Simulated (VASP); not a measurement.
# Ta in VASP: further runs

The runs below take Ta through single point, with PBE.

All numbers are computed with VASP 6.6.1; they aren't measurements. Logs are shortened: lines on timing, memory, paths and dates and some standing lists are left out, and cuts for length are marked.

## Step 1: The cell of the first run

The typed cell holds 1 atom: a = 2.832 Å, b = 2.888 Å, c = 2.801 Å, α = 108.59°, β = 108.71°, γ = 109.34°.

## Step 2: Single point, PBE

Input file INCAR:

```
SYSTEM = Ta
ALGO     = Fast           ! electronic algorithm
EDIFF    = 1E-6           ! SCF threshold, eV
ENCUT    = 520            ! plane-wave cutoff, eV
GGA      = PE             ! functional
ISIF     = 2              ! what is computed and relaxed
ISMEAR   = 0              ! smearing method
LASPH    = .TRUE.         ! aspherical terms in the spheres
LCHARG   = .FALSE.        ! write CHGCAR
LREAL    = .FALSE.        ! projectors in reciprocal space
LWAVE    = .FALSE.        ! write WAVECAR
NBANDS   = 12             ! bands
NELM     = 100            ! most SCF steps
PREC     = Accurate       ! precision mode
SIGMA    = 0.1            ! smearing width, eV
```

Input file KPOINTS:

```
k-points
0
G
  8 8 8
  0 0 0
```

Input file POSCAR:

```
Ta
1.0
   -1.6207340000      1.6546480000      1.6292400000
    1.6978010000     -1.6261700000      1.6778290000
    1.6224360000      1.6278720000     -1.6007620000
Ta
1
Direct
    0.0019110000     -0.0235750000     -0.0041030000
```

Potentials or basis: VASP PAW PBE potentials, release 64 (Ta_pv).

Started as:

```
> cat potpaw_PBE.64/Ta_pv/POTCAR > POTCAR
> mpirun -np 1 vasp_std > vasp.out
```

OUTCAR:

```text
SYSTEM = Ta
   EDIFF = 1E-6
   ENCUT = 520
   GGA = PE
   ISIF = 2
   ISMEAR = 0
   LASPH = .TRUE.
   LREAL = .FALSE.
   NELM = 100
   PREC = Accurate

 ion  position               nearest neighbor table
   1  0.002  0.976  0.996-

  LATTYP: Found a triclinic cell.
 ALAT       =     7.2636463619
 B/A-ratio  =     0.6301671883
 C/A-ratio  =     0.4023999015
 COS(alpha) =     0.0032848769
 COS(beta)  =     0.2762475459
 COS(gamma) =     0.9439505487

  Lattice vectors:

 A1 = (   3.1661030000,  -0.0552540000,  -6.5370710000)
 A2 = (   3.2431700000,  -0.0267760000,  -3.2300020000)
 A3 = (  -1.6995030000,  -1.6563500000,  -1.7063070000)

Analysis of symmetry for initial positions (statically):
=====================================================================
 Subroutine PRICEL returns:
 Original cell was already a primitive cell.

 Routine SETGRP: Setting up the symmetry group for a
 triclinic supercell.

 Subroutine GETGRP returns: Found  2 space group operations
 (whereof  1 operations were pure point group operations)
 out of a pool of  2 trial point group operations.

The static configuration has the point symmetry C_1 .
 The point group associated with its full space group is S_2 .

Analysis of symmetry for dynamics (positions and initial velocities):
=====================================================================
 Subroutine PRICEL returns:
 Original cell was already a primitive cell.

 Routine SETGRP: Setting up the symmetry group for a
 triclinic supercell.

 Subroutine GETGRP returns: Found  2 space group operations
 (whereof  1 operations were pure point group operations)
 out of a pool of  2 trial point group operations.

The dynamic configuration has the point symmetry C_1 .
 The point group associated with its full space group is S_2 .

 Subroutine INISYM returns: Found  2 space group operations
 (whereof  1 operations are pure point group operations),
 and found     1 'primitive' translations

----------------------------------------------------------------------------------------

                                     Primitive cell

  volume of cell :      18.0104

  direct lattice vectors                    reciprocal lattice vectors
    -1.620734000  1.654648000  1.629240000    -0.007117001  0.302045444  0.299947426
     1.697801000 -1.626170000  1.677829000     0.294324681 -0.002716672  0.295547098
     1.622436000  1.627872000 -1.600762000     0.301251018  0.304571453 -0.009643010

[... 84 lines left out ...]
   NSW    =      0    number of steps for IOM
   IBRION =     -1    ionic relax: 0-MD 1-quasi-New 2-CG
   NFREE  =      0    steps in history (QN), initial steepest desc. (CG)
   ISIF   =      2    stress and relaxation
   ISYM   =      2    0-nonsym 1-usesym 2-fastsym
   POTIM  = 0.5000    time-step for ionic-motion
   TEBEG  =    0.0;   TEEND  =   0.0 temperature during run
   PSTRESS=    0.0 pullay stress
   NELECT =      11.0000    total number of electrons
   NUPDOWN=      -1.0000    fix difference up-down
   EMIN   =  10.00;   EMAX   =-10.00  energy-range for DOS
   EFERMI =   0.00;   METHOD = LEGACY
   ISMEAR =     0;   SIGMA  =   0.10  broadening in eV -4-tet -1-fermi 0-gaus
   EFERMI_NEDOS =   21; number of points for ismear=-14 and -15
   IALGO  =     68    algorithm
   IMIX   =      4    mixing-type and parameters
     AMIX     =   0.40;   BMIX     =  1.00
     AMIX_MAG =   1.60;   BMIX_MAG =  1.00
  volume/ion in A,a.u.               =      18.01       121.54
  Fermi-wavevector in a.u.,A,eV,Ry     =   1.388987  2.624806 26.249530  1.929286
  Thomas-Fermi vector in A             =   2.513061
   LORBIT       =      0    0 simple, 1 ext, 2 COOP (PROOUT), +10 PAW based schemes
   GGA     = PE    functional components
   LHFCALC =     F    Hartree Fock is set to
   AEXX    =    0.0000 exact exchange contribution
   IVDW    =     0    specifies the selected vdW correction
   LEPSILON=     F    determine dielectric tensor
   LRPA    =     F    only Hartree local field effects (RPA)
 non-spin polarized calculation
 RMM-DIIS sequential band-by-band and
 Gauss-broadening in eV      SIGMA  =   0.10
  energy-cutoff  :      520.00
  volume of cell :       18.01
 maximum number of plane-waves:       494
 NGX is ok and might be reduce to    24

 number of electron      11.0000000 magnetization

 Free energy of the ion-electron system (eV)
  ---------------------------------------------------
  ext. energy  EPLUGINS =         0.00000000
  ---------------------------------------------------
  free energy    TOTEN  =       -11.82113300 eV

  energy without entropy =      -11.81501391  energy(sigma->0) =      -11.81807346

 E-fermi :   5.5054     XC(G=0): -12.6118

 val. band max:        5.4941792701   @ k =  -0.0000  -0.1250   0.2500
 cond. band min:       5.5076631112   @ k =   0.2500  -0.2500   0.1250
 fundamental gap:      0.0134838411
 Fermi energy:         5.5054226071

 k-point     1 :       0.0000    0.0000    0.0000
  band No.  band energies     occupation
      1     -27.6323      2.00000
      2     -27.5532      2.00000
      3     -27.4757      2.00000
      4      -2.4278      2.00000
      5       5.8621      0.00000
      6       6.1030      0.00000
      7       6.6697      0.00000
      8       9.5038      0.00000
      9       9.6221      0.00000
     10      19.9920      0.00000
     11      20.5944      0.00000
     12      20.9396      0.00000
[... 331 lines left out ...]
 k-point    24 :       0.2500    0.3750    0.0000
  band No.  band energies     occupation
      1     -28.4948      2.00000
      2     -28.1968      2.00000
      3     -27.6087      2.00000
      4       2.6525      2.00000
      5       4.2209      2.00000
      6       4.8269      2.00000
      7       9.6899      0.00000
      8      10.6761      0.00000
      9      14.4666      0.00000
     10      15.5718      0.00000
     11      18.8129      0.00000
     12      20.2669      0.00000

 [... further k-points ...]
[... 5 lines left out ...]
  --------------------------------------------------------------------------------------
  -------------------------------------------------------------------------------------
  Total        0.1543183      0.2776937      0.1719011     -0.0204334     -0.1723827     -0.4884946
  in kB       13.7279551     24.7032646     15.2920970     -1.8177303    -15.3349331    -43.4558384
  external PRESSURE =      17.9077722 kB  Pullay stress =       0.0000000 kB

 VOLUME and BASIS-vectors are now :
 -----------------------------------------------------------------------------
  energy-cutoff  :      520.00
  volume of cell :       18.01
      direct lattice vectors                 reciprocal lattice vectors
    -1.620734000  1.654648000  1.629240000    -0.007117001  0.302045444  0.299947426
     1.697801000 -1.626170000  1.677829000     0.294324681 -0.002716672  0.295547098
     1.622436000  1.627872000 -1.600762000     0.301251018  0.304571453 -0.009643010

 POSITION                                       TOTAL-FORCE (eV/Angst)
 -----------------------------------------------------------------------------------
      3.27046      0.03652      0.04719         0.000000      0.000000      0.000000
 -----------------------------------------------------------------------------------
    total drift:                                0.000000      0.000002      0.000001

  FREE ENERGIE OF THE ION-ELECTRON SYSTEM (eV)
  ---------------------------------------------------
  free  energy   TOTEN  =       -11.8211330048 eV

  energy  without entropy=      -11.8150139144  energy(sigma->0) =      -11.81807346
```

stdout:

```text
POSCAR found type information on POSCAR Ta
 POSCAR found :  1 types and       1 ions
 scaLAPACK will be used
 LDA part: xc-table for (Slater+PW92), standard interpolation
 POSCAR, INCAR and KPOINTS ok, starting setup
 FFT: planning ... GRIDC
 FFT: planning ... GRID_SOFT
 FFT: planning ... GRID
 WAVECAR not read
 entering main loop
WARNING in EDDRMM: call to ZHEGV failed, returncode =   8  4     11
```

Run time: 68 s. Hardware: 1 thread of AMD EPYC 7R43 (Zen 3), shared host; peak memory 0.15 GiB.

What came out:

* Free energy: -11.8211 eV
* Pressure: 1.8 GPa

Caveat: spin-orbit coupling is left out, which moves the levels of the heavy elements.

## Step 3: Single point, PBE

Input file INCAR:

```
ALGO = Fast
EDIFF = 1E-7
ENCUT = 520
GGA = PE
ISIF = 2
ISMEAR = 0
LASPH = T
LCHARG = T
LELF = T
LREAL = F
LVHAR = T
LWAVE = F
NBANDS = 12
NELM = 60
PREC = Accurate
SIGMA = 0.1
```

Input file KPOINTS:

```
k-points
0
Gamma
  8 8 8
```

POSCAR is that of step 2.

Potentials or basis: VASP PAW PBE potentials, release 64 (Ta_pv).

Started as:

```
> cat potpaw_PBE.64/Ta_pv/POTCAR > POTCAR
> mpirun -np 1 vasp_std > vasp.out
```

OUTCAR:

```text
EDIFF = 1E-7
   ENCUT = 520
   GGA = PE
   ISIF = 2
   ISMEAR = 0
   LASPH = T
   LREAL = F
   NELM = 60
   PREC = Accurate

 ion  position               nearest neighbor table
   1  0.002  0.976  0.996-

  LATTYP: Found a triclinic cell.
 ALAT       =     7.2636463619
 B/A-ratio  =     0.6301671883
 C/A-ratio  =     0.4023999015
 COS(alpha) =     0.0032848769
 COS(beta)  =     0.2762475459
 COS(gamma) =     0.9439505487

  Lattice vectors:

 A1 = (   3.1661030000,  -0.0552540000,  -6.5370710000)
 A2 = (   3.2431700000,  -0.0267760000,  -3.2300020000)
 A3 = (  -1.6995030000,  -1.6563500000,  -1.7063070000)

Analysis of symmetry for initial positions (statically):
=====================================================================
 Subroutine PRICEL returns:
 Original cell was already a primitive cell.

 Routine SETGRP: Setting up the symmetry group for a
 triclinic supercell.

 Subroutine GETGRP returns: Found  2 space group operations
 (whereof  1 operations were pure point group operations)
 out of a pool of  2 trial point group operations.

The static configuration has the point symmetry C_1 .
 The point group associated with its full space group is S_2 .

Analysis of symmetry for dynamics (positions and initial velocities):
=====================================================================
 Subroutine PRICEL returns:
 Original cell was already a primitive cell.

 Routine SETGRP: Setting up the symmetry group for a
 triclinic supercell.

 Subroutine GETGRP returns: Found  2 space group operations
 (whereof  1 operations were pure point group operations)
 out of a pool of  2 trial point group operations.

The dynamic configuration has the point symmetry C_1 .
 The point group associated with its full space group is S_2 .

 Subroutine INISYM returns: Found  2 space group operations
 (whereof  1 operations are pure point group operations),
 and found     1 'primitive' translations
[... 113 lines left out ...]
     AMIX_MAG =   1.60;   BMIX_MAG =  1.00
  volume/ion in A,a.u.               =      18.01       121.54
  Fermi-wavevector in a.u.,A,eV,Ry     =   1.388987  2.624806 26.249530  1.929286
  Thomas-Fermi vector in A             =   2.513061
   LORBIT       =      0    0 simple, 1 ext, 2 COOP (PROOUT), +10 PAW based schemes
   GGA     = PE    functional components
   LHFCALC =     F    Hartree Fock is set to
   AEXX    =    0.0000 exact exchange contribution
   IVDW    =     0    specifies the selected vdW correction
   LEPSILON=     F    determine dielectric tensor
   LRPA    =     F    only Hartree local field effects (RPA)
 non-spin polarized calculation
 RMM-DIIS sequential band-by-band and
 Gauss-broadening in eV      SIGMA  =   0.10
  energy-cutoff  :      520.00
  volume of cell :       18.01
 maximum number of plane-waves:       494
 NGX is ok and might be reduce to    24

 number of electron      11.0000000 magnetization

 Free energy of the ion-electron system (eV)
  ---------------------------------------------------
  ext. energy  EPLUGINS =         0.00000000
  ---------------------------------------------------
  free energy    TOTEN  =       -11.82113337 eV

  energy without entropy =      -11.81501451  energy(sigma->0) =      -11.81807394

 E-fermi :   5.5053     XC(G=0): -12.6119

 val. band max:        5.4940026452   @ k =  -0.0000  -0.1250   0.2500
 cond. band min:       5.5075225662   @ k =   0.2500  -0.2500   0.1250
 fundamental gap:      0.0135199210
 Fermi energy:         5.5052970175

 k-point     1 :       0.0000    0.0000    0.0000
  band No.  band energies     occupation
      1     -27.6329      2.00000
      2     -27.5536      2.00000
      3     -27.4761      2.00000
      4      -2.4277      2.00000
      5       5.8620      0.00000
      6       6.1028      0.00000
      7       6.6695      0.00000
      8       9.5036      0.00000
      9       9.6219      0.00000
     10      19.9921      0.00000
     11      20.5945      0.00000
     12      20.9397      0.00000
[... 331 lines left out ...]
 k-point    24 :       0.2500    0.3750    0.0000
  band No.  band energies     occupation
      1     -28.4953      2.00000
      2     -28.1973      2.00000
      3     -27.6091      2.00000
      4       2.6525      2.00000
      5       4.2208      2.00000
      6       4.8269      2.00000
      7       9.6897      0.00000
      8      10.6758      0.00000
      9      14.4665      0.00000
     10      15.5716      0.00000
     11      18.8128      0.00000
     12      20.2409      0.00000

 [... further k-points ...]
[... 5 lines left out ...]
  --------------------------------------------------------------------------------------
  -------------------------------------------------------------------------------------
  Total        0.1571618      0.2807814      0.1747886     -0.0203145     -0.1727806     -0.4897705
  in kB       13.9809074     24.9779443     15.5489641     -1.8071491    -15.3703317    -43.5693337
  external PRESSURE =      18.1692719 kB  Pullay stress =       0.0000000 kB

 VOLUME and BASIS-vectors are now :
 -----------------------------------------------------------------------------
  energy-cutoff  :      520.00
  volume of cell :       18.01
      direct lattice vectors                 reciprocal lattice vectors
    -1.620734000  1.654648000  1.629240000    -0.007117001  0.302045444  0.299947426
     1.697801000 -1.626170000  1.677829000     0.294324681 -0.002716672  0.295547098
     1.622436000  1.627872000 -1.600762000     0.301251018  0.304571453 -0.009643010

 POSITION                                       TOTAL-FORCE (eV/Angst)
 -----------------------------------------------------------------------------------
      3.27046      0.03652      0.04719         0.000000     -0.000000      0.000000
 -----------------------------------------------------------------------------------
    total drift:                                0.000000      0.000002      0.000001

  FREE ENERGIE OF THE ION-ELECTRON SYSTEM (eV)
  ---------------------------------------------------
  free  energy   TOTEN  =       -11.8211333687 eV

  energy  without entropy=      -11.8150145139  energy(sigma->0) =      -11.81807394
```

OSZICAR:

```text
N       E                     dE             d eps       ncg     rms          rms(c)
DAV:   1     0.592947233376E+02    0.59295E+02   -0.60664E+03  6288   0.882E+02
DAV:   2    -0.112750162673E+02   -0.70570E+02   -0.68861E+02  6924   0.244E+02
DAV:   3    -0.122613816307E+02   -0.98637E+00   -0.97289E+00  7440   0.270E+01
DAV:   4    -0.122639634603E+02   -0.25818E-02   -0.25816E-02  6824   0.154E+00
DAV:   5    -0.122639723717E+02   -0.89113E-05   -0.89120E-05  7596   0.855E-02    0.136E+01
RMM:   6    -0.119220531816E+02    0.34192E+00   -0.23919E-01  6689   0.409E+00    0.666E+00
RMM:   7    -0.118213465911E+02    0.10071E+00   -0.24661E-01  7055   0.407E+00    0.359E-01
RMM:   8    -0.118210250657E+02    0.32153E-03   -0.10359E-02  7530   0.964E-01    0.264E-01
RMM:   9    -0.118211539716E+02   -0.12891E-03   -0.13138E-03  7872   0.337E-01    0.674E-02
RMM:  10    -0.118211322221E+02    0.21750E-04   -0.21403E-04  7856   0.128E-01    0.147E-02
RMM:  11    -0.118211328033E+02   -0.58116E-06   -0.42095E-05  8621   0.512E-02    0.103E-02
RMM:  12    -0.118211330024E+02   -0.19915E-06   -0.63911E-06  8308   0.192E-02    0.201E-03
RMM:  13    -0.118211333175E+02   -0.31509E-06   -0.17508E-06  7898   0.980E-03    0.386E-03
RMM:  14    -0.118211333687E+02   -0.51173E-07   -0.34157E-07  6085   0.440E-03
   1 F= -.11821133E+02 E0= -.11818074E+02  d E =-.611885E-02
```

Run time: 82 s. Hardware: 1 thread of AMD EPYC 7R43 (Zen 3), shared host; peak memory 0.14 GiB.

Results:

```
Free energy : -11.8211 eV
Pressure    : 1.8 GPa
```

Levels at points of the mesh, in eV from the Fermi level:
| k point | band 4 | band 5 | band 6 | band 7 | band 8 | band 9 |
| --- | --- | --- | --- | --- | --- | --- |
| (0.00, 0.00, 0.00) | -7.93 | 0.36 | 0.60 | 1.16 | 4.00 | 4.12 |
| (0.50, 0.00, 0.00) | -4.40 | -1.66 | 1.48 | 4.11 | 5.09 | 7.64 |
| (0.00, 0.50, 0.00) | -4.45 | -1.58 | 1.18 | 4.11 | 5.23 | 7.48 |
| (0.50, 0.50, 0.00) | -4.39 | -1.59 | 1.59 | 3.93 | 4.93 | 7.78 |
| (0.00, 0.00, 0.50) | -4.38 | -1.57 | 1.58 | 3.91 | 4.92 | 7.69 |
| (0.50, 0.00, 0.50) | -4.35 | -1.37 | 1.89 | 3.49 | 4.47 | 8.10 |
| (0.00, 0.50, 0.50) | -4.37 | -1.59 | 1.75 | 3.88 | 4.82 | 7.87 |
| (0.50, 0.50, 0.50) | -3.82 | -3.81 | 6.29 | 6.84 | 7.36 | 8.31 |

Caveat: spin-orbit coupling is left out, which moves the levels of the heavy elements.

## Step 4: Single point, PBE

This run uses another cell than the first one, of the same volume but with other edges.

Input file INCAR:

```
  PREC = Accurate
  ENCUT = 520
  EDIFF = 1E-6
  ISMEAR = 0
  SIGMA = 0.027000000000000003
  LREAL = F
  LASPH = T
  NELM = 100
  ALGO = Normal
  ISIF = 2
  LWAVE = F
  LCHARG = T
  GGA = PE
  LELF = T
  LVHAR = T
  NBANDS = 12
```

Input file KPOINTS:

```
regular mesh
0
Gamma
  11 11 11
```

Input file POSCAR:

```
Ta
1.0
   -1.6512800000      1.6512800000      1.6512800000
    1.6512800000     -1.6512800000      1.6512800000
    1.6512800000      1.6512800000     -1.6512800000
Ta
1
Direct
    0.0000000000      0.0000000000      0.0000000000
```

Started as:

```
> cat potpaw_PBE.64/Ta_pv/POTCAR > POTCAR
> mpirun -np 1 vasp_std > vasp.out
```

Wall time 8.3 s (1 thread of Intel Xeon 6975P-C, shared host); peak memory 0.14 GiB.

The run converged. Its results:

| Item | Value |
| --- | --- |
| Free energy | -11.8153 eV |
| Pressure | 2.2 GPa |

Levels at points of the mesh, in eV from the Fermi level:
```csv
k point,band 1,band 2,band 3,band 4,band 5,band 6,band 7,band 8,band 9,band 10
"(0.00, 0.00, 0.00)",-33.03,-33.03,-33.03,-7.89,0.77,0.77,0.77,4.04,4.04,14.74
```

Caveat: spin-orbit coupling is left out, which moves the levels of the heavy elements.
